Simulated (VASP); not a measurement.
Crystal: SrTi2O4.

```xyz
7
Lattice="3.0000 0.0000 0.0000 -1.5000 2.5981 0.0000 0.0000 0.0000 11.6000" Properties=species:S:1:pos:R:3 pbc="T T T"
Sr    0.0000    0.0000    0.0000
Ti    0.0000    0.0000    8.7580
Ti    0.0000    0.0000    2.8420
O     0.0000    1.7321    7.7140
O     1.5000    0.8660    9.8020
O     0.0000    1.7321    1.7980
O     1.5000    0.8660    3.8860
```

* Program: VASP 6.6.1
* Task: relaxation of cell and atoms
* Functional: PBE
* Potentials or basis: VASP PAW PBE potentials, release 64 (Sr_sv, Ti_sv, O)
* Cutoff: 600 eV
* k mesh: 5 × 5 × 1
* Occupations: gaussian, width 0.15 eV
* Spin: collinear spin
* Starting moments: [0.0, 1.0, 1.0, 0.0, 0.0, 0.0, 0.0] μB

At the start: pressure 13.3 GPa; volume 12.92 Å³/atom.

Problem. Where does the relaxation end?

Solution. Over 7 steps the energy falls by 191.2 meV/atom and the volume is 14.37 Å³/atom (+11.3 %); space group P-3m1 (No. 164, to 0.1 Å) before and after; moment 1.44 μB per cell.

Step by step:
| step | energy change (eV) | largest force (eV/Å) | pressure (GPa) | volume (Å³) |
| --- | --- | --- | --- | --- |
| 1 | 0.0000 | 4.8710 | 13.27 | 90.41 |
| 2 | -1.1254 | 1.1101 | -4.30 | 105.14 |
| 3 | -1.2996 | 0.4792 | -1.09 | 100.59 |
| 4 | -1.2996 | 0.5024 | -0.90 | 100.38 |
| 5 | -1.3290 | 0.1877 | 1.28 | 99.41 |
| 6 | -1.3290 | 0.1801 | 1.37 | 99.37 |
| 7 | -1.3384 | 0.0551 | -0.22 | 100.62 |

Final structure:
```xyz
7
Lattice="3.1338 0.0000 0.0000 -1.5669 2.7139 0.0000 0.0000 0.0000 11.8313" Properties=species:S:1:pos:R:3 pbc="T T T"
Sr    0.0000    0.0000    0.0000
Ti    0.0000    0.0000    8.7549
Ti    0.0000    0.0000    3.0763
O     0.0000    1.8093    7.9594
O     1.5669    0.9046   10.0293
O     0.0000    1.8093    1.8020
O     1.5669    0.9046    3.8718
```

Caveat: the k points lie up to 0.53 Å⁻¹ apart in the final cell; the relaxation stopped at a loose force limit of 0.08 eV/Å, so its end isn't a converged minimum.
